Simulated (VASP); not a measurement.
**Fe: single point with PBEsol**

Fe:

```
Fe
1.0
    -1.35883    1.35883    1.35883
     1.35883   -1.35883    1.35883
     1.35883    1.35883   -1.35883
Fe
1
Direct
  0.00000 0.00000 0.00000
```

```
Program                : VASP 6.6.1
Task                   : single point
Functional             : PBEsol
Potentials or basis    : VASP PAW PBE potentials, release 64 (Fe)
Cutoff                 : 600 eV
k mesh                 : 10 × 10 × 10
Occupations            : gaussian, width 0.1 eV
Spin                   : collinear spin, ferromagnetic start
Starting moments       : [4.0] μB
Dipole correction      : no
Further INCAR settings : ALGO = Normal; EDIFF = 1e-06; NBANDS = 14
```

```
Pressure                                              : 19.9 GPa
Band gap on the k mesh                                : zero (filled and empty bands overlap)
Net moment                                            : 1.98 μB per cell
Site moments                                          : Fe +1.95 μB
Valence electrons inside the program's atomic spheres : Fe 7.57
```

Levels at points of the mesh, in eV from the Fermi level:
Spin up:
```
           k point  band 2  band 3  band 4  band 5  band 6  band 7  band 8  band 9
(0.00, 0.00, 0.00)   -2.70   -2.70   -2.70   -1.16   -1.16   26.00   26.00   26.00
(0.50, 0.00, 0.00)   -4.02   -1.09   -0.92    0.27    0.58    8.39   19.19   22.04
(0.50, 0.50, 0.50)   -5.78    0.24    0.24    0.24   10.63   10.63   10.63   16.84
```
Spin down:
| k point | band 1 | band 2 | band 3 | band 4 | band 5 | band 6 | band 7 | band 8 |
| --- | --- | --- | --- | --- | --- | --- | --- | --- |
| (0.00, 0.00, 0.00) | -9.14 | -1.00 | -1.00 | -1.00 | 1.30 | 1.30 | 25.96 | 25.96 |
| (0.50, 0.00, 0.00) | -4.63 | -2.50 | 0.52 | 1.18 | 1.62 | 2.56 | 9.69 | 19.37 |
| (0.50, 0.50, 0.50) | -4.16 | -4.16 | 2.20 | 2.20 | 2.20 | 10.99 | 10.99 | 10.99 |

Wall time 14 s on 1 thread of Intel(R) Xeon(R) Platinum 8488C (Sapphire Rapids), on a shared host, peak memory 0.14 GiB.

Caveat: the PAW data sets were made with another functional, which shifts forces and pressure a little.
